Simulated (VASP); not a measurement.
# TiO2 in VASP: notebook, part 2 of 2

VASP 6.6.1. Earlier steps stand in the parts before.

### 3 Relaxation of cell and atoms, PBE, target pressure 5 GPa, at which the enthalpy is minimised

Contents of INCAR:

```
  PREC = Accurate
  ENCUT = 600
  EDIFF = 1E-7
  ISMEAR = -1
  SIGMA = 0.05
  LREAL = F
  LASPH = T
  NELM = 80
  ALGO = Normal
  ISIF = 3
  LWAVE = F
  LCHARG = F
  GGA = PE
  IBRION = 2
  NSW = 60
  EDIFFG = -0.01
  PSTRESS = 50.0
```

Contents of KPOINTS:

```
regular mesh
0
Gamma
  6 6 9
```

Contents of POSCAR:

```
TiO2
1.0
    4.5998373239      0.0000000000      0.0000000000
    0.0000000000      4.5998373239      0.0000000000
    0.0000000000      0.0000000000      2.9592135600
Ti O
2 4
Direct
    0.0000000000      0.0000000000      0.5000000000
    0.5000000000      0.5000000000      0.0000000000
    0.3043213200      0.3043213200      0.5000000000
    0.1956786800      0.8043213200      0.0000000000
    0.8043213200      0.1956786800      0.0000000000
    0.6956786800      0.6956786800      0.5000000000
```

Potentials or basis: VASP PAW PBE potentials, release 64 (Ti_sv, O).

Run with:

```bash
> cat potpaw_PBE.64/Ti_sv/POTCAR potpaw_PBE.64/O/POTCAR > POTCAR
> mpirun -np 1 vasp_std > vasp.out
```

OUTCAR:

```text
PREC = Accurate
   ENCUT = 600
   EDIFF = 1E-7
   ISMEAR = -1
   LREAL = F
   LASPH = T
   NELM = 80
   ISIF = 3
   GGA = PE
   IBRION = 2
   NSW = 60
   EDIFFG = -0.01
   PSTRESS = 50.0

 ion  position               nearest neighbor table
   1  0.000  0.000  0.500-   4 1.95   5 1.95   4 1.95   5 1.95   3 1.98   6 1.98
   2  0.500  0.500  0.000-   3 1.95   6 1.95   3 1.95   6 1.95   5 1.98   4 1.98
   3  0.304  0.304  0.500-   2 1.95   2 1.95   1 1.98
   4  0.196  0.804  0.000-   1 1.95   1 1.95   2 1.98
   5  0.804  0.196  0.000-   1 1.95   1 1.95   2 1.98
   6  0.696  0.696  0.500-   2 1.95   2 1.95   1 1.98

  LATTYP: Found a simple tetragonal cell.
 ALAT       =     4.5998373239
 C/A-ratio  =     0.6433300466

  Lattice vectors:

 A1 = (   4.5998373239,   0.0000000000,   0.0000000000)
 A2 = (   0.0000000000,   4.5998373239,   0.0000000000)
 A3 = (   0.0000000000,   0.0000000000,   2.9592135600)

Analysis of symmetry for initial positions (statically):
=====================================================================
 Subroutine PRICEL returns:
 Original cell was already a primitive cell.

 Routine SETGRP: Setting up the symmetry group for a
 simple tetragonal supercell.

 Subroutine GETGRP returns: Found 16 space group operations
 (whereof  8 operations were pure point group operations)
 out of a pool of 16 trial point group operations.

The static configuration has the point symmetry D_2h.
 The point group associated with its full space group is D_4h.

Analysis of symmetry for dynamics (positions and initial velocities):
=====================================================================
 Subroutine PRICEL returns:
 Original cell was already a primitive cell.

 Routine SETGRP: Setting up the symmetry group for a
 simple tetragonal supercell.

 Subroutine GETGRP returns: Found 16 space group operations
[... 134 lines left out ...]
  Fermi-wavevector in a.u.,A,eV,Ry     =   1.498309  2.831394 30.544140  2.244931
  Thomas-Fermi vector in A             =   2.610085
   LORBIT       =      0    0 simple, 1 ext, 2 COOP (PROOUT), +10 PAW based schemes
   GGA     = PE    functional components
   LHFCALC =     F    Hartree Fock is set to
   AEXX    =    0.0000 exact exchange contribution
   IVDW    =     0    specifies the selected vdW correction
   LEPSILON=     F    determine dielectric tensor
   LRPA    =     F    only Hartree local field effects (RPA)
 conjugate gradient relaxation of ions
 non-spin polarized calculation
  energy-cutoff  :      600.00
  volume of cell :       62.61
 maximum number of plane-waves:      2112
 NGX is ok and might be reduce to    40
   NGX = 19   NGY = 19   NGZ = 11

--------------------------------------- Ionic step        1  -------------------------------------------

 number of electron      47.9999988 magnetization

 Free energy of the ion-electron system (eV)
  ---------------------------------------------------
  ext. energy  EPLUGINS =         0.00000000
  ---------------------------------------------------
  free energy    TOTEN  =       -53.66097825 eV

  energy without entropy =      -53.66097825  energy(sigma->0) =      -53.66097825

------------------------ aborting loop because EDIFF is reached ----------------------------------------

  FORCE on cell =-STRESS in cart. coord.  units (eV):
  Direction    XX          YY          ZZ          XY          YZ          ZX
  --------------------------------------------------------------------------------------
  -------------------------------------------------------------------------------------
  Total        1.9024950      1.9024950      1.6916617      0.0000000      0.0000000      0.0000000
  in kB       48.6824976     48.6824976     43.2875330      0.0000000      0.0000000      0.0000000
  external PRESSURE =      -3.1158239 kB  Pullay stress =      50.0000000 kB
[... 113 lines left out ...]
--------------------------------------- Ionic step        4  -------------------------------------------

 number of electron      47.9999988 magnetization

 Free energy of the ion-electron system (eV)
  ---------------------------------------------------
  ext. energy  EPLUGINS =         0.00000000
  ---------------------------------------------------
  free energy    TOTEN  =       -53.65884488 eV

  energy without entropy =      -53.65884488  energy(sigma->0) =      -53.65884488

 E-fermi :   5.7392     XC(G=0): -11.4041

 val. band max:        4.8374894222   @ k =   0.0000   0.0000   0.0000
 cond. band min:       6.6739534811   @ k =   0.0000   0.0000   0.0000
 fundamental gap:      1.8364640589
 Fermi energy:         5.7392305093

 k-point     1 :       0.0000    0.0000    0.0000
  band No.  band energies     occupation
      1     -52.0984      2.00000
      2     -52.0816      2.00000
      3     -28.4043      2.00000
      4     -28.4043      2.00000
      5     -28.2409      2.00000
      6     -28.2409      2.00000
[... 733 lines left out ...]
     27       7.9681      0.00000
     28       7.9681      0.00000

 [... further k-points ...]

------------------------ aborting loop because EDIFF is reached ----------------------------------------

  FORCE on cell =-STRESS in cart. coord.  units (eV):
  Direction    XX          YY          ZZ          XY          YZ          ZX
  --------------------------------------------------------------------------------------
  -------------------------------------------------------------------------------------
  Total        1.9491423      1.9491423      1.9504964      0.0000000      0.0000000      0.0000000
  in kB       49.9371458     49.9371458     49.9718389      0.0000000      0.0000000      0.0000000
  external PRESSURE =      -0.0512898 kB  Pullay stress =      50.0000000 kB
[... 25 lines left out ...]
  energy  without entropy=      -53.6588448825  energy(sigma->0) =      -53.65884488

  enthalpy is  TOTEN    =       -51.7072492852 eV   P V=        1.9515955979

 reached required accuracy - stopping structural energy minimisation
```

CONTCAR:

```text
TiO2
   1.00000000000000
     4.6007549561297463   -0.0000000000000000    0.0000000000000000
    -0.0000000000000000    4.6007549561297463    0.0000000000000000
     0.0000000000000000    0.0000000000000000    2.9544197823143077
  Ti              O
     2     4
Direct
     1.0000000000000000    0.0000000000000000    0.5000000000000000
     0.5000000000000000    0.5000000000000000    1.0000000000000000
     0.3040906702855544    0.3040906702855544    0.5000000000000000
     0.1959093297144456    0.8040906702855543    1.0000000000000000
     0.8040906702855543    0.1959093297144456    0.0000000000000000
     0.6959093297144457    0.6959093297144457    0.5000000000000000

  0.00000000E+00  0.00000000E+00  0.00000000E+00
  0.00000000E+00  0.00000000E+00  0.00000000E+00
  0.00000000E+00  0.00000000E+00  0.00000000E+00
  0.00000000E+00  0.00000000E+00  0.00000000E+00
  0.00000000E+00  0.00000000E+00  0.00000000E+00
  0.00000000E+00  0.00000000E+00  0.00000000E+00
```

It took 3.1 min on 1 thread of AMD EPYC 9R45 (Zen 5), shared host; peak memory 0.22 GiB.

What came out:

```yaml
Free_energy: -53.6588 eV
Relaxed_volume: 10.42 Å³/atom
Relaxed_cell: a = 4.601 Å, b = 4.601 Å, c = 2.954 Å, α = 90.00°, β = 90.00°, γ = 90.00°
Space_group_after_relaxing_to_0.1_Å: P4_2/mnm (No. 136)
Energy_change_on_relaxing_the_run_minimises_the_enthalpy: +0.4 meV/atom
Ionic_steps: 4
Pressure_after_relaxing: 5.0 GPa
Largest_force_after_relaxing: 0.004 eV/Å
Band_gap_on_the_k_mesh: 1.84 eV
```

Forces in eV/Å, atoms in the order of the input:
```
Ti   0.000  0.000  0.000
Ti   0.000  0.000  0.000
O    0.003  0.003  0.000
O   -0.003  0.003  0.000
O    0.003 -0.003  0.000
O   -0.003 -0.003  0.000
```

Step by step:
```
step  energy change (eV)  largest force (eV/Å)  pressure (GPa)  volume (Å³)
   1              0.0000                0.0195            4.69        62.61
   2              0.0056                0.0157            5.44        62.43
   3              0.0032                0.0173            5.12        62.50
   4              0.0021                0.0038            4.99        62.54
```

Final structure:
```yaml
crystal:
  lattice:
    - [4.60075, 0.00000, 0.00000]
    - [0.00000, 4.60075, 0.00000]
    - [0.00000, 0.00000, 2.95442]
  atoms:
    - { symbol: Ti, position: [0.00000, 0.00000, 0.50000] }
    - { symbol: Ti, position: [0.50000, 0.50000, 0.00000] }
    - { symbol: O, position: [0.30409, 0.30409, 0.50000] }
    - { symbol: O, position: [0.19591, 0.80409, 0.00000] }
    - { symbol: O, position: [0.80409, 0.19591, 0.00000] }
    - { symbol: O, position: [0.69591, 0.69591, 0.50000] }
```

Caveat: the cell is relaxed towards a set pressure, so the run minimises the enthalpy, not the energy; an odd mesh through Γ misses points on the zone boundary, where band edges can lie.

### 4 Relaxation of cell and atoms, PBE, target pressure 10 GPa, at which the enthalpy is minimised

Contents of INCAR:

```
PREC = Accurate
ENCUT = 600
EDIFF = 1E-6
ISMEAR = -1
SIGMA = 0.05
LREAL = False
LASPH = True
NELM = 100
ALGO = Normal
ISIF = 3
LWAVE = False
LCHARG = False
GGA = PE
IBRION = 2
NSW = 60
EDIFFG = -0.01
PSTRESS = 100.0
```

KPOINTS is that of step 3.

POSCAR is that of step 3.

Run with:

```bash
> cat potpaw_PBE.64/Ti_sv/POTCAR potpaw_PBE.64/O/POTCAR > POTCAR
> mpirun -np 1 vasp_std > vasp.out
```

It took 3.8 min on 1 thread of AMD EPYC 9R45 (Zen 5), shared host; peak memory 0.22 GiB.

Results (log left out):

```yaml
Free_energy: -53.5978 eV
Relaxed_volume: 10.20 Å³/atom
Relaxed_cell: a = 4.562 Å, b = 4.562 Å, c = 2.941 Å, α = 90.00°, β = 90.00°, γ = 90.00°
Space_group_after_relaxing_to_0.1_Å: P4_2/mnm (No. 136)
Energy_change_on_relaxing_the_run_minimises_the_enthalpy: +10.5 meV/atom
Ionic_steps: 6
Pressure_after_relaxing: 10.1 GPa
Largest_force_after_relaxing: 0.004 eV/Å
Band_gap_on_the_k_mesh: 1.86 eV
```

Forces on the atoms (eV/Å):
```
Ti   0.000  0.000  0.000
Ti   0.000  0.000  0.000
O    0.003  0.003  0.000
O   -0.003  0.003  0.000
O    0.003 -0.003  0.000
O   -0.003 -0.003  0.000
```

Stress tensor (GPa, compression positive):
```
10.05  0.00  0.00
 0.00 10.05  0.00
 0.00  0.00 10.16
```

The path:
| step | energy change (eV) | largest force (eV/Å) | pressure (GPa) | volume (Å³) |
| --- | --- | --- | --- | --- |
| 1 | 0.0000 | 0.0197 | 4.68 | 62.61 |
| 2 | 0.2181 | 0.2565 | 18.49 | 59.52 |
| 3 | 0.0575 | 0.1115 | 9.95 | 61.34 |
| 4 | 0.0591 | 0.1135 | 10.02 | 61.32 |
| 5 | 0.0627 | 0.0070 | 10.04 | 61.24 |
| 6 | 0.0632 | 0.0041 | 10.09 | 61.23 |

Final structure:
```xyz
6
Lattice="4.5625 0.0000 0.0000 0.0000 4.5625 0.0000 0.0000 0.0000 2.9414" Properties=species:S:1:pos:R:3 pbc="T T T"
Ti    0.0000    0.0000    1.4707
Ti    2.2812    2.2812    2.9414
O     1.3844    1.3844    1.4707
O     0.8968    3.6657    2.9414
O     3.6657    0.8968    2.9414
O     3.1780    3.1780    1.4707
```

Levels at points of the mesh, in eV from the valence-band top:
| k point | band 22 | band 23 | band 24 | band 25 | band 26 | band 27 |
| --- | --- | --- | --- | --- | --- | --- |
| (0.00, 0.00, 0.00) | -0.48 | -0.48 | 0.00 | 1.86 | 2.14 | 2.40 |
| (0.50, 0.00, 0.00) | -1.71 | -0.77 | -0.77 | 2.54 | 2.54 | 3.08 |
| (0.50, 0.50, 0.00) | -1.35 | -1.11 | -1.11 | 1.89 | 1.89 | 2.54 |

Caveat: the cell is relaxed towards a set pressure, so the run minimises the enthalpy, not the energy; an odd mesh through Γ misses points on the zone boundary, where band edges can lie.

### 5 Single point, PBE (atoms moved at random)

Contents of INCAR:

```
SYSTEM = TiO2
ALGO = Normal ; EDIFF = 1E-6
ENCUT = 520 ; GGA = PE
ISIF = 2 ; ISMEAR = -1
LASPH = .True. ; LCHARG = .False.
LREAL = .False. ; LWAVE = .False.
NBANDS = 33 ; NELM = 100
PREC = Accurate ; SIGMA = 0.05
```

Contents of KPOINTS:

```
k-points
0
Gamma
  6 6 9
  0 0 0
```

Contents of POSCAR:

```
TiO2
1.0
    4.5998373239      0.0000000000      0.0000000000
    0.0000000000      4.5998373239      0.0000000000
    0.0000000000      0.0000000000      2.9592135600
Ti O
2 4
Direct
   -0.0071520000      0.0075740000      0.4974220000
    0.4918730000      0.5106150000     -0.0034650000
    0.3065360000      0.3035420000      0.4963890000
    0.1892690000      0.8078500000      0.0048570000
    0.7955150000      0.1941590000      0.0070300000
    0.6990960000      0.7056660000      0.5098970000
```

Potentials or basis: VASP PAW PBE potentials, release 64 (Ti_sv, O).

Run with:

```bash
> cat potpaw_PBE.64/Ti_sv/POTCAR potpaw_PBE.64/O/POTCAR > POTCAR
> mpirun -np 1 vasp_std > vasp.out
```

OUTCAR:

```text
SYSTEM = TiO2
   EDIFF = 1E-6
   ENCUT = 520
   GGA = PE
   ISIF = 2
   ISMEAR = -1
   LASPH = .True.
   LREAL = .False.
   NELM = 100
   PREC = Accurate

 ion  position               nearest neighbor table
   1  0.993  0.008  0.497-   5 1.91   6 1.94   4 1.95   5 1.96   4 1.98   3 1.98
   2  0.492  0.511  0.997-   6 1.95   4 1.95   3 1.95   3 1.96   6 2.01   5 2.02
   3  0.307  0.304  0.496-   2 1.95   2 1.96   1 1.98
   4  0.189  0.808  0.005-   1 1.95   2 1.95   1 1.98
   5  0.796  0.194  0.007-   1 1.91   1 1.96   2 2.02
   6  0.699  0.706  0.510-   1 1.94   2 1.95   2 2.01

  LATTYP: Found a simple tetragonal cell.
 ALAT       =     4.5998373239
 C/A-ratio  =     0.6433300466

  Lattice vectors:

 A1 = (   4.5998373239,   0.0000000000,   0.0000000000)
 A2 = (   0.0000000000,   4.5998373239,   0.0000000000)
 A3 = (   0.0000000000,   0.0000000000,   2.9592135600)

Analysis of symmetry for initial positions (statically):
=====================================================================
 Subroutine PRICEL returns:
 Original cell was already a primitive cell.

 Routine SETGRP: Setting up the symmetry group for a
[... 180 lines left out ...]
 fundamental gap:      1.7696135091
 Fermi energy:         5.7197061696

 k-point     1 :       0.0000    0.0000    0.0000
  band No.  band energies     occupation
      1     -52.1648      2.00000
      2     -52.0376      2.00000
      3     -28.4437      2.00000
      4     -28.4148      2.00000
      5     -28.2578      2.00000
      6     -28.2502      2.00000
[... 853 lines left out ...]
     32      10.9065      0.00000
     33      11.1466      0.00000

 [... further k-points ...]

------------------------ aborting loop because EDIFF is reached ----------------------------------------

  FORCE on cell =-STRESS in cart. coord.  units (eV):
  Direction    XX          YY          ZZ          XY          YZ          ZX
  --------------------------------------------------------------------------------------
  -------------------------------------------------------------------------------------
  Total        1.9833187      1.9239090      1.7310806      0.0721469     -0.2303604     -0.1280065
  in kB       50.7506764     49.2304567     44.2962152      1.8461509     -5.8946386     -3.2755276
  external PRESSURE =      48.0924494 kB  Pullay stress =       0.0000000 kB

 VOLUME and BASIS-vectors are now :
 -----------------------------------------------------------------------------
  energy-cutoff  :      520.00
  volume of cell :       62.61
      direct lattice vectors                 reciprocal lattice vectors
     4.599837324  0.000000000  0.000000000     0.217398993  0.000000000  0.000000000
     0.000000000  4.599837324  0.000000000     0.000000000  0.217398993  0.000000000
     0.000000000  0.000000000  2.959213560     0.000000000  0.000000000  0.337927622

 POSITION                                       TOTAL-FORCE (eV/Angst)
 -----------------------------------------------------------------------------------
      4.56694      0.03484      1.47198        -0.026927      0.105883      0.022404
      2.26254      2.34875      2.94896         0.057713     -0.086060     -0.023851
      1.41002      1.39624      1.46892         0.049380      0.426910      0.254697
      0.87061      3.71598      0.01437         0.360938     -0.238776     -0.004443
      3.65924      0.89310      0.02080         0.118385      0.398733     -0.092845
      3.21573      3.24595      1.50889        -0.559489     -0.606691     -0.155963
 -----------------------------------------------------------------------------------
    total drift:                               -0.000822      0.000691     -0.000499

  FREE ENERGIE OF THE ION-ELECTRON SYSTEM (eV)
  ---------------------------------------------------
  free  energy   TOTEN  =       -53.6173123602 eV

  energy  without entropy=      -53.6173123594  energy(sigma->0) =      -53.61731236
```

It took 7.2 min on 1 thread of Intel Xeon 8259CL, shared host; peak memory 0.37 GiB.

What came out:

| Item | Value |
| --- | --- |
| Free energy | -53.6173 eV |
| Pressure | 4.8 GPa |
| Largest force | 0.840 eV/Å |
| Band gap on the k mesh | 1.77 eV (least direct gap 1.80 eV) |

Forces on the atoms (eV/Å):
```
Ti  -0.027  0.106  0.022
Ti   0.058 -0.086 -0.024
O    0.049  0.427  0.255
O    0.361 -0.239 -0.004
O    0.118  0.399 -0.093
O   -0.559 -0.607 -0.156
```

Caveat: the cell differs from its parent crystal (atoms moved at random); the cell stands under pressure; an odd mesh through Γ misses points on the zone boundary, where band edges can lie.

### 6 Overview

```tsv
task	cell	cutoff (eV)	gap on the mesh (eV)	pressure (GPa)
relaxation of cell and atoms	relaxed to 2 GPa, atomic positions A	600	1.83	2.0
relaxation of cell and atoms	relaxed to 5 GPa, atomic positions A	600	1.84	5.0
relaxation of cell and atoms	relaxed to 10 GPa, atomic positions A	600	1.86	10.1
single point	as given, atomic positions B	520	1.77	4.8
```

Alike in all rows: level PBE; potentials or basis VASP PAW PBE potentials, release 64 (Ti_sv, O); no spin polarisation; k mesh 6 × 6 × 9; smearing fermi-dirac 0.05 eV.

Caveats: an odd mesh through Γ misses points on the zone boundary, where band edges can lie; the cell is relaxed towards a set pressure, so the run minimises the enthalpy, not the energy (at least some runs); the cell stands under pressure (at least some runs).

Absolute energies hang on the potentials; compare differences alone.
